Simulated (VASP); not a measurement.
**BN: single point with r2SCAN**

The system is BN.

```
B N
1.0
     1.27198   -2.20316    4.20776
     1.27201   -2.20315   -4.20776
     2.54399    4.40631   -0.00002
B N
8 8
Cartesian
  1.2720 0.7344 -0.0009
  2.5440 -1.4688 -0.0009
  2.5440 2.9375 -0.0009
  3.8160 0.7344 -0.0009
  1.2720 -0.7344 2.1030
  1.2720 -0.7344 -2.1047
  2.5440 1.4688 2.1030
  2.5440 1.4688 -2.1047
  2.5440 -1.4688 2.6307
  2.5440 -1.4688 -1.5771
  3.8160 0.7344 2.6307
  3.8160 0.7344 -1.5771
  1.2720 -0.7344 0.5268
  2.5440 -2.9375 0.5268
  2.5440 1.4688 0.5268
  3.8160 -0.7344 0.5268
```

```json
{"Program": "VASP 6.6.1", "Task": "single point", "Functional": "r2SCAN", "Potentials or basis": "VASP PAW PBE potentials, release 64 (B, N)", "Cutoff": "660 eV", "k mesh": "6 × 6 × 6", "Occupations": "gaussian, width 0.05 eV", "Spin": "no spin polarisation"}
```

The pressure is 1.2 GPa and the largest force is 0.003 eV/Å. The band gap on the k mesh is 5.72 eV.

Forces on the atoms (eV/Å):
```
B    0.000  0.000 -0.003
B    0.000  0.000 -0.003
B    0.000  0.000 -0.003
B    0.000  0.000 -0.003
B    0.000  0.000 -0.003
B    0.000  0.000 -0.003
B    0.000  0.000 -0.003
B    0.000  0.000 -0.003
N    0.000  0.000  0.003
N    0.000  0.000  0.003
N    0.000  0.000  0.003
N    0.000  0.000  0.003
N    0.000  0.000  0.003
N    0.000  0.000  0.003
N    0.000  0.000  0.003
N    0.000  0.000  0.003
```

Levels at points of the mesh, in eV from the valence-band top:
```tsv
k point	band 30	band 31	band 32	band 33	band 34	band 35
(0.00, 0.00, 0.00)	-0.27	0.00	0.00	7.20	7.20	7.20
(0.50, 0.00, 0.00)	-2.16	-1.71	-1.71	7.78	7.78	8.17
(0.50, 0.50, 0.00)	-1.22	-1.22	-1.22	7.20	7.20	7.30
(0.00, 0.00, 0.50)	-1.66	-1.19	-1.19	7.93	7.93	9.40
(0.50, 0.50, 0.50)	-2.78	-2.78	-2.78	6.86	6.86	8.57
```

Wall time 33 min on 1 thread of Intel Xeon 8259CL (shared host), peak memory 0.43 GiB.

Caveat: the PAW data sets were made with another functional, which shifts forces and pressure a little. A k mesh can miss the band edges.
